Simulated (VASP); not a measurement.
Tl2Ga: relaxation of cell and atoms with PBE

Tl2Ga:

```xyz
3
Lattice="-1.9527 1.9527 4.7903 1.9527 -1.9527 4.7903 1.9527 1.9527 -4.7903" Properties=species:S:1:pos:R:3 pbc="T T T"
Tl    0.0000    0.0000    6.3711
Tl    0.0000    0.0000    3.2095
Ga    0.0000    0.0000    0.0000
```

```json
{
  "Program": "VASP 6.6.1",
  "Task": "relaxation of cell and atoms",
  "Functional": "PBE",
  "Potentials or basis": "VASP PAW PBE potentials, release 64 (Tl_d, Ga_d)",
  "Cutoff": "600 eV",
  "k mesh": "6 × 6 × 6",
  "Occupations": "gaussian, width 0.1 eV",
  "Spin": "no spin polarisation",
  "Dipole correction": "no",
  "Further INCAR settings": "ALGO = Fast; EDIFF = 1e-06; IBRION = 2; EDIFFG = -0.04; NSW = 90; ISIF = 3"
}
```

```json
{
 "Relaxed volume": "27.35 Å³/atom",
 "Relaxed cell": "a = 6.414 Å, b = 6.414 Å, c = 6.414 Å, α = 146.02°, β = 146.02°, γ = 48.81°",
 "Space group after relaxing (to 0.1 Å)": "I4/mmm (No. 139)",
 "Energy gained by relaxing": "93.7 meV/atom",
 "Ionic steps": "12",
 "Pressure after relaxing": "0.1 GPa",
 "Largest force after relaxing": "0.004 eV/Å",
 "Band gap on the k mesh": "zero (an odd number of electrons rules out a gap without spin polarisation)"
}
```

Forces on the atoms (eV/Å):
```
Tl   0.000  0.000 -0.004
Tl   0.000  0.000  0.004
Ga   0.000  0.000  0.000
```

Step by step:
```csv
step,energy change (eV),largest force (eV/Å),pressure (GPa),volume (Å³)
1,0.0000,0.1605,5.85,73.07
2,-0.1811,0.0994,0.18,82.87
3,-0.1827,0.0949,-0.24,84.11
4,-0.1959,0.1072,-0.36,84.03
5,-0.2112,0.1476,-0.42,83.80
6,-0.2355,0.2119,-0.26,83.12
7,-0.2560,0.1750,0.61,80.95
8,-0.2549,0.2387,-0.06,82.54
9,-0.2698,0.2053,0.10,81.80
10,-0.2789,0.0614,-0.05,82.39
11,-0.2792,0.0418,-0.06,82.48
12,-0.2810,0.0040,0.08,82.05
```

Final structure:
```cif
data_structure
_symmetry_space_group_name_H-M 'P 1'
_symmetry_Int_Tables_number 1
_cell_length_a 6.4139
_cell_length_b 6.4139
_cell_length_c 6.4139
_cell_angle_alpha 146.023
_cell_angle_beta 146.023
_cell_angle_gamma 48.813
_cell_volume 82.05
loop_
_atom_site_label
_atom_site_type_symbol
_atom_site_fract_x
_atom_site_fract_y
_atom_site_fract_z
_atom_site_occupancy
Tl1 Tl 0.65386 0.65386 0.00000 1
Tl2 Tl 0.34614 0.34614 0.00000 1
Ga1 Ga 0.00000 0.00000 0.00000 1
```

Levels at points of the mesh, in eV from the Fermi level:
| k point | band 17 | band 18 | band 19 | band 20 | band 21 | band 22 |
| --- | --- | --- | --- | --- | --- | --- |
| (0.00, 0.00, 0.00) | -5.38 | -4.71 | 2.28 | 2.54 | 2.54 | 3.02 |
| (0.50, 0.00, 0.00) | -6.37 | -4.90 | -2.70 | 0.91 | 1.46 | 4.43 |
| (0.50, 0.50, 0.00) | -4.02 | -3.99 | -2.66 | -1.46 | -0.84 | 1.54 |
| (0.50, 0.50, 0.50) | -8.44 | -1.25 | 1.06 | 1.59 | 1.59 | 5.32 |

It took 8.2 min on 1 thread of Intel(R) Xeon(R) 6975P-C (Granite Rapids), on a shared host, peak memory 0.37 GiB.

Caveat: a cell axis changed by over 15 % at a fixed basis, so the end point is rough; spin-orbit coupling is left out, which moves the levels of the heavy elements.
